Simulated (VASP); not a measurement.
# Si (I4/mmm) in VASP: further runs

Runs on Si. Level: r2SCAN. Tasks: single point.

Program: VASP 6.6.1. These are calculated values, not measurements. Logs are shortened: lines on timing, memory, paths and dates and some standing lists are left out, and cuts for length are marked.

## (1) The cell of the first run

It takes space group I4/mmm (No. 139, tetragonal). The conventional cell has a = 3.351 Å, b = 3.351 Å, c = 2.561 Å, α = 90.00°, β = 90.00°, γ = 90.00°. Si (site symmetry 4/mmm) has 14 Si at 2.56 to 3.35 Å within 3.4 Å.

## (2) Single point, r2SCAN (strain +0.030 along x and y, -0.030 along z)

Input file POSCAR:

```
Si
1.0
   -1.6757223779      1.6757223779      1.2807199545
    1.6757223779     -1.6757223779      1.2807199545
    1.6757223779      1.6757223779     -1.2807199545
Si
1
Direct
    0.0000000000      0.0000000000      0.0000000000
```

Input file INCAR.step1:

```
SYSTEM = Si
PREC     = Accurate       ! precision mode
ENCUT    = 520            ! plane-wave cutoff, eV
ISMEAR   = 0              ! smearing method
SIGMA    = 0.15           ! smearing width, eV
LREAL    = .False.        ! projectors in reciprocal space
LASPH    = .True.         ! aspherical terms in the spheres
NELM     = 80             ! most SCF steps
NBANDS   = 8              ! bands
GGA      = PE             ! functional
ALGO     = Normal         ! electronic algorithm
EDIFF    = 1E-4           ! SCF threshold, eV
LWAVE    = .True.         ! write WAVECAR
LCHARG   = .False.        ! write CHGCAR
```

Input file INCAR.step2:

```
SYSTEM = Si
PREC     = Accurate       ! precision mode
ENCUT    = 520            ! plane-wave cutoff, eV
EDIFF    = 1E-6           ! SCF threshold, eV
ISMEAR   = 0              ! smearing method
SIGMA    = 0.15           ! smearing width, eV
LREAL    = .False.        ! projectors in reciprocal space
LASPH    = .True.         ! aspherical terms in the spheres
NELM     = 80             ! most SCF steps
ALGO     = Normal         ! electronic algorithm
ISIF     = 2              ! what is computed and relaxed
LWAVE    = .False.        ! write WAVECAR
LCHARG   = .True.         ! write CHGCAR
METAGGA  = R2SCAN         ! meta-GGA
LMIXTAU  = .True.       
LELF     = .True.         ! ELF
LVHAR    = .True.       
NBANDS   = 8              ! bands
ISTART   = 1
```

Input file KPOINTS:

```
Automatic mesh
0
Gamma
  22 22 22
  0 0 0
```

Potentials or basis: VASP PAW PBE potentials, release 64 (Si).

Launch:

```
$ cat potpaw_PBE.64/Si/POTCAR > POTCAR
$ cp INCAR.step1 INCAR
$ mpirun -np 1 vasp_std > vasp.out
$ cp INCAR.step2 INCAR
$ mpirun -np 1 vasp_std > vasp.out
```

OUTCAR:

```text
SYSTEM = Si
   PREC = Accurate
   ENCUT = 520
   EDIFF = 1E-6
   ISMEAR = 0
   LREAL = .False.
   LASPH = .True.
   NELM = 80
   ISIF = 2
   METAGGA = R2SCAN
   ISTART = 1

 ion  position               nearest neighbor table
   1  0.000  0.000  0.000-

  LATTYP: Found a body centered tetragonal cell.
 ALAT       =     3.3514447558
 C/A-ratio  =     0.7642793170

  Lattice vectors:

 A1 = (  -1.6757223779,   1.6757223779,   1.2807199545)
 A2 = (   1.6757223779,  -1.6757223779,   1.2807199545)
 A3 = (   1.6757223779,   1.6757223779,  -1.2807199545)

Analysis of symmetry for initial positions (statically):
=====================================================================
 Subroutine PRICEL returns:
 Original cell was already a primitive cell.

 Routine SETGRP: Setting up the symmetry group for a
 body centered tetragonal supercell.

 Subroutine GETGRP returns: Found 16 space group operations
 (whereof 16 operations were pure point group operations)
 out of a pool of 16 trial point group operations.

The static configuration has the point symmetry D_4h.

Analysis of symmetry for dynamics (positions and initial velocities):
=====================================================================
 Subroutine PRICEL returns:
 Original cell was already a primitive cell.

 Routine SETGRP: Setting up the symmetry group for a
 body centered tetragonal supercell.

 Subroutine GETGRP returns: Found 16 space group operations
 (whereof 16 operations were pure point group operations)
 out of a pool of 16 trial point group operations.

The dynamic configuration has the point symmetry D_4h.

 Subroutine INISYM returns: Found 16 space group operations
 (whereof 16 operations are pure point group operations),
 and found     1 'primitive' translations

----------------------------------------------------------------------------------------

                                     Primitive cell

  volume of cell :      14.3853

  direct lattice vectors                    reciprocal lattice vectors
    -1.675722378  1.675722378  1.280719955     0.000000000  0.298378781  0.390405411
     1.675722378 -1.675722378  1.280719955     0.298378781  0.000000000  0.390405411
     1.675722378  1.675722378 -1.280719955     0.298378781  0.298378781  0.000000000

  length of vectors
     2.693758448  2.693758448  2.693758448     0.491371836  0.491371836  0.421971318

  position of ions in fractional coordinates (direct lattice)
     0.000000000  0.000000000  0.000000000

  ion indices of the primitive-cell ions
   primitive index   ion index
                 1           1

----------------------------------------------------------------------------------------

 KPOINTS: Automatic mesh

Automatic generation of k-mesh.
 Grid dimensions read from file:
 generate k-points for:   22   22   22

 Generating k-lattice:

  Cartesian coordinates                     Fractional coordinates (reciprocal lattice)
     0.000000000  0.013562672  0.017745700     0.045454545  0.000000000 -0.000000000
     0.013562672  0.000000000  0.017745700     0.000000000  0.045454545 -0.000000000
     0.013562672  0.013562672  0.000000000     0.000000000  0.000000000  0.045454545

  Length of vectors
     0.022335083  0.022335083  0.019180514

  Shift w.r.t. Gamma in fractional coordinates (k-lattice)
     0.000000000  0.000000000  0.000000000

 Subroutine IBZKPT returns following result:
 ===========================================

 Found    834 irreducible k-points:

 Following reciprocal coordinates:
            Coordinates               Weight
  0.000000  0.000000  0.000000      1.000000
  0.045455  0.000000 -0.000000      8.000000
  0.090909  0.000000 -0.000000      8.000000
  0.136364  0.000000 -0.000000      8.000000
  0.181818 -0.000000  0.000000      8.000000
  0.227273  0.000000  0.000000      8.000000
[... 16 lines left out ...]
  0.500000  0.045455 -0.000000     16.000000
 -0.454545  0.045455 -0.000000     16.000000
 [... further k-points ...]
   k-points           NKPTS =    834   k-points in BZ     NKDIM =    834   number of bands    NBANDS=      8
   number of dos      NEDOS =    301   number of ions     NIONS =      1
   total plane-waves  NPLWV =   8000
   dimension x,y,z NGX =    20 NGY =   20 NGZ =   20
   dimension x,y,z NGXF=    40 NGYF=   40 NGZF=   40
   ions per type =               1
   NGX,Y,Z   is equivalent  to a cutoff of  12.34, 12.34, 12.34 a.u.
   NGXF,Y,Z  is equivalent  to a cutoff of  24.69, 24.69, 24.69 a.u.
 SYSTEM =  Si
   PREC   = accura    normal or accurate (medium, high low for compatibility)
   ISTART =      1    job   : 0-new  1-cont  2-samecut
   ICHARG =      0    charge: 1-file 2-atom 10-const
   ISPIN  =      1    spin polarized calculation?
   LNONCOLLINEAR =      F non collinear calculations
   LSORBIT =      F    spin-orbit coupling
   LASPH  =      T    aspherical Exc in radial PAW
   ENCUT  =  520.0 eV  38.22 Ry    6.18 a.u.   5.01  5.01  5.01*2*pi/ulx,y,z
   NELM   =     80;   NELMIN=  2; NELMDL=  0     # of ELM steps
   EDIFF  = 0.1E-05   stopping-criterion for ELM
   LREAL  =      F    real-space projection
   EDIFFG = 0.1E-04   stopping-criterion for IOM
   NSW    =      0    number of steps for IOM
   IBRION =     -1    ionic relax: 0-MD 1-quasi-New 2-CG
   NFREE  =      0    steps in history (QN), initial steepest desc. (CG)
   ISIF   =      2    stress and relaxation
   ISYM   =      2    0-nonsym 1-usesym 2-fastsym
   POTIM  = 0.5000    time-step for ionic-motion
   TEBEG  =    0.0;   TEEND  =   0.0 temperature during run
   PSTRESS=    0.0 pullay stress
   NELECT =       4.0000    total number of electrons
   NUPDOWN=      -1.0000    fix difference up-down
   EMIN   =  10.00;   EMAX   =-10.00  energy-range for DOS
   EFERMI =   0.00;   METHOD = LEGACY
   ISMEAR =     0;   SIGMA  =   0.15  broadening in eV -4-tet -1-fermi 0-gaus
   EFERMI_NEDOS =   21; number of points for ismear=-14 and -15
   IALGO  =     38    algorithm
   IMIX   =      4    mixing-type and parameters
     AMIX     =   0.40;   BMIX     =  1.00
     AMIX_MAG =   1.60;   BMIX_MAG =  1.00
  volume/ion in A,a.u.               =      14.39        97.08
  Fermi-wavevector in a.u.,A,eV,Ry     =   1.068535  2.019238 15.534682  1.141767
  Thomas-Fermi vector in A             =   2.204186
   LORBIT       =      0    0 simple, 1 ext, 2 COOP (PROOUT), +10 PAW based schemes
   METAGGA = R2SCAN    functional components
   LHFCALC =     F    Hartree Fock is set to
   AEXX    =    0.0000 exact exchange contribution
   IVDW    =     0    specifies the selected vdW correction
   LEPSILON=     F    determine dielectric tensor
   LRPA    =     F    only Hartree local field effects (RPA)
 non-spin polarized calculation
 Gauss-broadening in eV      SIGMA  =   0.15
  energy-cutoff  :      520.00
  volume of cell :       14.39
 maximum number of plane-waves:       405
   NGX =  9   NGY =  9   NGZ =  9

 number of electron       4.0000000 magnetization

 Free energy of the ion-electron system (eV)
  ---------------------------------------------------
  ext. energy  EPLUGINS =         0.00000000
  ---------------------------------------------------
  free energy    TOTEN  =        -8.09554678 eV

  energy without entropy =       -8.09111517  energy(sigma->0) =       -8.09333097

 E-fermi :  10.2505     XC(G=0): -11.9223

 val. band max:       10.2286795598   @ k =  -0.2273   0.4545   0.1818
 cond. band min:      10.2508144391   @ k =   0.3636   0.1818  -0.0000
 fundamental gap:      0.0221348793
 Fermi energy:        10.2504978670

 k-point     1 :       0.0000    0.0000    0.0000
  band No.  band energies     occupation
      1      -5.1550      2.00000
      2      19.4273      0.00000
      3      19.9040      0.00000
      4      19.9040      0.00000
      5      23.0159      0.00000
      6      25.7640      0.00000
      7      27.3229      0.00000
      8      27.3229      0.00000

 k-point     2 :       0.0455    0.0000   -0.0000
  band No.  band energies     occupation
      1      -5.0781      2.00000
      2      18.6018      0.00000
      3      19.6972      0.00000
      4      20.8292      0.00000
      5      22.8898      0.00000
      6      25.6470      0.00000
      7      26.7509      0.00000
      8      26.9749      0.00000

 k-point     3 :       0.0909    0.0000   -0.0000
  band No.  band energies     occupation
      1      -4.8476      2.00000
      2      17.6992      0.00000
      3      19.2154      0.00000
      4      21.9644      0.00000
      5      21.9837      0.00000
      6      25.5426      0.00000
      7      25.6451      0.00000
      8      26.6195      0.00000

 k-point     4 :       0.1364    0.0000   -0.0000
  band No.  band energies     occupation
      1      -4.4640      2.00000
      2      16.9193      0.00000
      3      18.6521      0.00000
      4      20.2047      0.00000
      5      22.6078      0.00000
      6      25.0403      0.00000
      7      25.0581      0.00000
      8      27.2101      0.00000

 k-point     5 :       0.1818   -0.0000    0.0000
  band No.  band energies     occupation
      1      -3.9282      2.00000
      2      16.2717      0.00000
      3      17.9234      0.00000
      4      18.2649      0.00000
      5      21.9395      0.00000
      6      24.2456      0.00000
      7      25.9212      0.00000
      8      28.4072      0.00000

 k-point     6 :       0.2273    0.0000    0.0000
  band No.  band energies     occupation
      1      -3.2413      2.00000
      2      15.7589      0.00000
      3      15.8014      0.00000
      4      17.7049      0.00000
      5      20.8275      0.00000
      6      23.3439      0.00000
      7      27.4702      0.00000
      8      28.8905      0.00000

 k-point     7 :       0.2727    0.0000   -0.0000
  band No.  band energies     occupation
      1      -2.4050      2.00000
      2      13.5988      0.00000
      3      15.3806      0.00000
      4      17.3371      0.00000
      5      19.7310      0.00000
      6      22.4542      0.00000
      7      28.7119      0.00000
      8      29.2404      0.00000
[... 133 lines left out ...]
 k-point    20 :       0.3636    0.0455   -0.0000
  band No.  band energies     occupation
      1       0.5399      2.00000
      2       8.2201      2.00000
      3      15.1975      0.00000
      4      15.9948      0.00000
      5      18.1415      0.00000
      6      20.6147      0.00000
      7      27.8267      0.00000
      8      33.4649      0.00000

 k-point    21 :       0.4091    0.0455   -0.0000
  band No.  band energies     occupation
      1       1.8915      2.00000
      2       6.3764      2.00000
      3      14.9876      0.00000
      4      15.7014      0.00000
      5      17.9151      0.00000
      6      20.3512      0.00000
      7      28.1748      0.00000
      8      33.5669      0.00000

 k-point    22 :       0.4545    0.0455   -0.0000
  band No.  band energies     occupation
      1       3.3172      2.00000
      2       4.7218      2.00000
      3      14.6125      0.00000
      4      15.7944      0.00000
      5      17.7568      0.00000
      6      20.3286      0.00000
      7      28.6097      0.00000
      8      32.9348      0.00000

 k-point    23 :       0.5000    0.0455   -0.0000
  band No.  band energies     occupation
      1       2.9429      2.00000
      2       5.1329      2.00000
      3      14.2798      0.00000
      4      16.0458      0.00000
      5      17.7076      0.00000
      6      20.5330      0.00000
      7      29.0699      0.00000
      8      32.5239      0.00000

 k-point    24 :      -0.4545    0.0455   -0.0000
  band No.  band energies     occupation
      1       1.5170      2.00000
      2       6.8611      2.00000
      3      14.0589      0.00000
      4      16.3295      0.00000
      5      17.8549      0.00000
      6      20.9338      0.00000
      7      29.4492      0.00000
      8      32.4481      0.00000

 [... further k-points ...]

------------------------ aborting loop because EDIFF is reached ----------------------------------------

  FORCE on cell =-STRESS in cart. coord.  units (eV):
  Direction    XX          YY          ZZ          XY          YZ          ZX
  --------------------------------------------------------------------------------------
  -------------------------------------------------------------------------------------
  Total       -0.1784945     -0.1784945     -0.1241999      0.0000000      0.0000000      0.0000000
  in kB      -19.8800312    -19.8800312    -13.8329089      0.0000000      0.0000000      0.0000000
  external PRESSURE =     -17.8643238 kB  Pullay stress =       0.0000000 kB

 VOLUME and BASIS-vectors are now :
 -----------------------------------------------------------------------------
  energy-cutoff  :      520.00
  volume of cell :       14.39
      direct lattice vectors                 reciprocal lattice vectors
    -1.675722378  1.675722378  1.280719955     0.000000000  0.298378781  0.390405411
     1.675722378 -1.675722378  1.280719955     0.298378781  0.000000000  0.390405411
     1.675722378  1.675722378 -1.280719955     0.298378781  0.298378781  0.000000000

 POSITION                                       TOTAL-FORCE (eV/Angst)
 -----------------------------------------------------------------------------------
      0.00000      0.00000      0.00000        -0.000000     -0.000000     -0.000000
 -----------------------------------------------------------------------------------
    total drift:                                0.000000      0.000000     -0.000000

  FREE ENERGIE OF THE ION-ELECTRON SYSTEM (eV)
  ---------------------------------------------------
  free  energy   TOTEN  =        -8.0955467758 eV

  energy  without entropy=       -8.0911151708  energy(sigma->0) =       -8.09333097
```

It took 5.7 min on 1 thread of Intel Xeon 8259CL, shared host; peak memory 0.19 GiB.

Results:

```yaml
Free_energy: -8.0955 eV
Pressure: -1.8 GPa
Band_gap_on_the_k_mesh: zero (bands 2 and 3 overlap by 13.17 eV)
```

Stress tensor (GPa, compression positive):
```
-1.99  0.00  0.00
 0.00 -1.99  0.00
 0.00  0.00 -1.38
```

Levels at points of the mesh, in eV from the Fermi level:
```
           k point  band 1  band 2  band 3  band 4  band 5  band 6  band 7
(0.00, 0.00, 0.00)  -15.41    9.18    9.65    9.65   12.77   15.51   17.07
(0.50, 0.00, 0.00)   -6.66   -5.91    4.85    6.29    6.49    9.71   19.03
(0.50, 0.50, 0.00)   -9.38   -7.87   10.81   12.51   12.62   13.56   17.07
(0.50, 0.50, 0.50)   -3.10   -3.10   -2.46    1.20    6.11    8.45   26.85
```

Caveat: the cell differs from its parent crystal (strain +0.030 along x and y, -0.030 along z); the PAW data sets were made with another functional, which shifts forces and pressure a little.

## (3) Single point, r2SCAN (strain -0.030 along x and y, -0.030 along z)

Input file POSCAR:

```
Si
1.0
   -1.5781074821      1.5781074821      1.2807199545
    1.5781074821     -1.5781074821      1.2807199545
    1.5781074821      1.5781074821     -1.2807199545
Si
1
Direct
    0.0000000000      0.0000000000      0.0000000000
```

Input file INCAR.step1:

```
PREC = Accurate
ENCUT = 520
ISMEAR = 0
SIGMA = 0.15
LREAL = False
LASPH = True
NELM = 100
NBANDS = 8
GGA = PE
ALGO = Normal
EDIFF = 1E-4
LWAVE = True
LCHARG = False
```

Input file INCAR.step2:

```
PREC = Accurate
ENCUT = 520
EDIFF = 1E-7
ISMEAR = 0
SIGMA = 0.15
LREAL = False
LASPH = True
NELM = 100
ALGO = Normal
ISIF = 2
LWAVE = False
LCHARG = False
METAGGA = R2SCAN
LMIXTAU = True
NBANDS = 8
ISTART = 1
```

Input file KPOINTS:

```
regular mesh
0
Gamma
  22 22 22
```

Potentials or basis: VASP PAW PBE potentials, release 64 (Si).

Launch:

```
$ cat potpaw_PBE.64/Si/POTCAR > POTCAR
$ cp INCAR.step1 INCAR
$ mpirun -np 1 vasp_std > vasp.out
$ cp INCAR.step2 INCAR
$ mpirun -np 1 vasp_std > vasp.out
```

It took 5.5 min on 1 thread of Intel Xeon 8259CL, shared host; peak memory 0.18 GiB.

The run converged. Its results:

- Free energy: -8.0569 eV
- Pressure: 10.9 GPa
- Band gap on the k mesh: zero (bands 2 and 3 overlap by 14.98 eV)

Stress tensor (GPa, compression positive):
```
11.51  0.00  0.00
 0.00 11.51  0.00
 0.00  0.00  9.76
```

Levels at points of the mesh, in eV from the Fermi level:
```tsv
k point	band 1	band 2	band 3	band 4	band 5	band 6	band 7
(0.00, 0.00, 0.00)	-16.59	10.31	11.91	11.91	14.32	16.71	16.81
(0.50, 0.00, 0.00)	-7.53	-6.54	5.67	6.53	7.63	10.77	21.06
(0.50, 0.50, 0.00)	-9.34	-8.65	10.75	12.49	13.07	13.84	19.07
(0.50, 0.50, 0.50)	-2.81	-2.81	-1.05	0.73	4.90	7.63	28.38
```

Caveat: the cell differs from its parent crystal (strain -0.030 along x and y, -0.030 along z); the cell stands under pressure; the PAW data sets were made with another functional, which shifts forces and pressure a little.

## (4) Single point, r2SCAN (strain -0.030 along x and y, -0.015 along z)

Input file POSCAR:

```
Si
1.0
   -1.5781074821      1.5781074821      1.3005249022
    1.5781074821     -1.5781074821      1.3005249022
    1.5781074821      1.5781074821     -1.3005249022
Si
1
Direct
    0.0000000000      0.0000000000      0.0000000000
```

Input file INCAR.step1:

```
SYSTEM = Si
PREC = Accurate
ENCUT = 520
ISMEAR = 0
SIGMA = 0.15
LREAL = .FALSE.
LASPH = .TRUE.
NELM = 100
NBANDS = 8
GGA = PE
ALGO = Normal
EDIFF = 1E-4
LWAVE = .TRUE.
LCHARG = .FALSE.
```

Input file INCAR.step2:

```
SYSTEM = Si
PREC = Accurate
ENCUT = 520
EDIFF = 1E-6
ISMEAR = 0
SIGMA = 0.15
LREAL = .FALSE.
LASPH = .TRUE.
NELM = 100
ALGO = Normal
ISIF = 2
LWAVE = .FALSE.
LCHARG = .TRUE.
METAGGA = R2SCAN
LMIXTAU = .TRUE.
LELF = .TRUE.
LVHAR = .TRUE.
NBANDS = 8
ISTART = 1
```

Input file KPOINTS:

```
Automatic mesh
0
G
  22 22 22
  0 0 0
```

Launch:

```
$ cat potpaw_PBE.64/Si/POTCAR > POTCAR
$ cp INCAR.step1 INCAR
$ mpirun -np 1 vasp_std > vasp.out
$ cp INCAR.step2 INCAR
$ mpirun -np 1 vasp_std > vasp.out
```

It took 5.9 min on 1 thread of Intel Xeon 8259CL, shared host; peak memory 0.18 GiB.

Results (log left out):

* Free energy: -8.0666 eV
* Pressure: 8.7 GPa
* Band gap on the k mesh: zero (bands 2 and 3 overlap by 14.83 eV)

Stress tensor (GPa, compression positive):
```
10.06  0.00  0.00
 0.00 10.06  0.00
 0.00  0.00  6.04
```

Levels at points of the mesh, in eV from the Fermi level:
| k point | band 1 | band 2 | band 3 | band 4 | band 5 |
| --- | --- | --- | --- | --- | --- |
| (0.00, 0.00, 0.00) | -16.43 | 10.52 | 11.98 | 11.98 | 14.52 |
| (0.50, 0.00, 0.00) | -7.47 | -6.60 | 5.62 | 6.62 | 7.66 |
| (0.50, 0.50, 0.00) | -9.16 | -8.49 | 10.22 | 12.05 | 12.92 |
| (0.50, 0.50, 0.50) | -2.64 | -2.64 | -0.84 | 0.88 | 4.37 |

Caveat: the cell differs from its parent crystal (strain -0.030 along x and y, -0.015 along z); the cell stands under pressure; the PAW data sets were made with another functional, which shifts forces and pressure a little.

## (5) Overview

```csv
cell,gap on the mesh (eV),pressure (GPa)
"a = 2.694 Å, angles 103.1, 103.1, 123.2°, 1 atom",none,-1.8
"a = 2.573 Å, angles 104.3, 104.3, 120.3°, 1 atom",none,10.9
"a = 2.583 Å, angles 104.7, 104.7, 119.5°, 1 atom",none,8.7
```

Alike in all rows: task single point; level r2SCAN; potentials or basis VASP PAW PBE potentials, release 64 (Si); no spin polarisation; k mesh 22 × 22 × 22; cutoff (eV) 520; smearing gaussian 0.15 eV.

Caveats: the PAW data sets were made with another functional, which shifts forces and pressure a little; the cell stands under pressure (at least some runs).

Total energies depend on the potentials used, so only differences within one code and one set of settings carry meaning.

The gap in the log of VASP goes by the Fermi energy; the results here count the filled bands.